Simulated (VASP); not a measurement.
Set up this calculation in VASP 6.6.1, as the native input.

```
Task                   : single point
Functional             : PBEsol
Potentials or basis    : VASP PAW PBE potentials, release 64 (Ge_d)
Cutoff                 : 520 eV
k mesh                 : 16 × 16 × 16
Occupations            : gaussian, width 0.1 eV
Spin                   : no spin polarisation
Dipole correction      : no
Further INCAR settings : ALGO = Normal; EDIFF = 1e-06; NBANDS = 21
```

The structure of Ge lies in POSCAR:

```
Ge
1.0
   -2.5630127539      2.5630127539      1.3966622733
    2.5630127539     -2.5630127539      1.3966622733
    2.5630127539      2.5630127539     -1.3966622733
Ge
2
Direct
    0.2500000000      0.7500000000      0.5000000000
    0.5000000000      0.5000000000      0.0000000000
```

One way to write it, as run:

INCAR

```
SYSTEM = Ge
ALGO     = Normal         ! electronic algorithm
EDIFF    = 1E-6           ! SCF threshold, eV
ENCUT    = 520            ! plane-wave cutoff, eV
GGA      = PS             ! functional
ISIF     = 2              ! what is computed and relaxed
ISMEAR   = 0              ! smearing method
LASPH    = .True.         ! aspherical terms in the spheres
LCHARG   = .True.         ! write CHGCAR
LELF     = .True.         ! ELF
LREAL    = .False.        ! projectors in reciprocal space
LVHAR    = .True.       
LWAVE    = .False.        ! write WAVECAR
NBANDS   = 21             ! bands
NELM     = 60             ! most SCF steps
PREC     = Accurate       ! precision mode
SIGMA    = 0.1            ! smearing width, eV
```

KPOINTS

```
k-points
0
Gamma
  16 16 16
  0 0 0
```

Potentials or basis: VASP PAW PBE potentials, release 64 (Ge_d).

Launch:

```console
$ cat potpaw_PBE.64/Ge_d/POTCAR > POTCAR
$ mpirun -np 1 vasp_std > vasp.out
```

Results of the run:

| Quantity | Value |
| --- | --- |
| Pressure | -0.1 GPa |
| Band gap on the k mesh | zero (bands 14 and 15 overlap by 5.39 eV) |

Caveat: the PAW data sets were made with another functional, which shifts forces and pressure a little.

Run time: 3.3 min on 1 thread of Intel(R) Xeon(R) Platinum 8375C CPU @ 2.90GHz (Ice Lake), on a shared host, peak memory 0.33 GiB.
